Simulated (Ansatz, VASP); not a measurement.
**Two plane-wave programs on ScNbN**

Contents of INCAR:

```
PREC     = Accurate       # precision mode
ENCUT    = 520            # plane-wave cutoff, eV
EDIFF    = 1E-6           # SCF threshold, eV
ISMEAR   = -1             # smearing method
SIGMA    = 0.05           # smearing width, eV
LREAL    = False          # projectors in reciprocal space
LASPH    = True           # aspherical terms in the spheres
NELM     = 80             # most SCF steps
ALGO     = Normal         # electronic algorithm
ISIF     = 2              # what is computed and relaxed
LWAVE    = False          # write WAVECAR
LCHARG   = False          # write CHGCAR
GGA      = PE             # functional
NBANDS   = 38             # bands
```

Contents of KPOINTS:

```
regular mesh
0
Gamma
  10 10 3
```

Contents of POSCAR:

```
ScNbN
1.0
    3.1519129891      0.0000000000      0.0000000000
   -1.5759564945      2.7296367191      0.0000000000
    0.0000000000      0.0000000000     10.4934469588
Nb Sc N
2 2 2
Direct
    0.3333333333      0.6666666667      0.2474310000
    0.6666666667      0.3333333333      0.7525690000
    0.0000000000      0.0000000000      0.0000000000
    0.0000000000      0.0000000000      0.5000000000
    0.3333333333      0.6666666667      0.6278110000
    0.6666666667      0.3333333333      0.3721890000
```

File input.yaml:

```yaml
crystal:
  lattice:
    - [3.1519129891, 0.0, 0.0]
    - [-1.5759564945, 2.7296367191, 0.0]
    - [0.0, 0.0, 10.4934469588]
  atoms:
    - { symbol: Nb, position: [0.3333333333, 0.6666666667, 0.247431] }
    - { symbol: Nb, position: [0.6666666667, 0.3333333333, 0.752569] }
    - { symbol: Sc, position: [0.0, 0.0, 0.0] }
    - { symbol: Sc, position: [0.0, 0.0, 0.5] }
    - { symbol: "N", position: [0.3333333333, 0.6666666667, 0.627811] }
    - { symbol: "N", position: [0.6666666667, 0.3333333333, 0.372189] }
hamiltonian:
  xc: pbe
  pseudopotentials: { kind: paw }
kpoints:
  mp_grid: { grid: [10, 10, 3] }
scf:
  occupations: { method: fermi_dirac, width: 0.05 }
output:
  forces: true
  stress: true
  eigenvalues: true
```

Alike in both runs: task single point; functional PBE; k mesh 10 × 10 × 3; occupations fermi-dirac, width 0.05 eV; no spin polarisation.

|  | VASP | Ansatz |
| --- | --- | --- |
| version | VASP 6.6.1 | Ansatz 0.2.0 |
| potentials or method | VASP PAW PBE potentials, release 64 (Nb_sv, Sc_sv, N) | Ansatz PAW |
| plane-wave cutoff (eV) | 520 | 420 |
| valence electrons in the cell | 58 | 58 |

VASP gave:

* gap on the k mesh at the Fermi level (eV): none
* pressure (GPa): -8.4
* traceless stress, the component that is largest in VASP (GPa): 0.19
* rms of the force components (eV/Å): 0.189

**Question.** What did Ansatz give for the same quantities?

**Answer.** gap on the k mesh at the Fermi level (eV): none; pressure (GPa): -8.5; traceless stress, the component that is largest in VASP (GPa): 0.16; rms of the force components (eV/Å): 0.173.

Atom by atom the forces differ by 0.022 eV/Å (rms over components). A gap of «none» marks a metal or a gap that the smearing closes. The functional is the same, so the differences come from potentials, cutoffs and numerics.
